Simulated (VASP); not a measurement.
A run of VASP 6.6.1:

The input INCAR:

```
SYSTEM = Si
ALGO = Normal
EDIFF = 1E-6
ENCUT = 520
GGA = PE
ISIF = 2
ISMEAR = -1
LASPH = .True.
LCHARG = .False.
LREAL = .False.
LWAVE = .False.
NBANDS = 11
NELM = 100
PREC = Accurate
SIGMA = 0.05
```

KPOINTS

```
k-points
0
Gamma
  11 11 11
  0 0 0
```

The input POSCAR:

```
Si
1.0
    0.0000000000      2.7354874751      2.7354874751
    2.7354874751      0.0000000000      2.7354874751
    2.7354874751      2.7354874751      0.0000000000
Si
2
Direct
    0.5000000000      0.5000000000      0.5000000000
    0.7500000000      0.7500000000      0.7500000000
```

Potentials or basis: VASP PAW PBE potentials, release 64 (Si).

The run is started by

```bash
$ cat potpaw_PBE.64/Si/POTCAR > POTCAR
$ mpirun -np 1 vasp_std > vasp.out
```

Hardware: 1 thread of AMD EPYC 7R13, on a shared host.

Estimate the wall time of this run.

Wall time 31 s on 1 thread of AMD EPYC 7R13, with other jobs on the host, peak memory 0.14 GiB. Counts: scf iterations 11, k points 56.
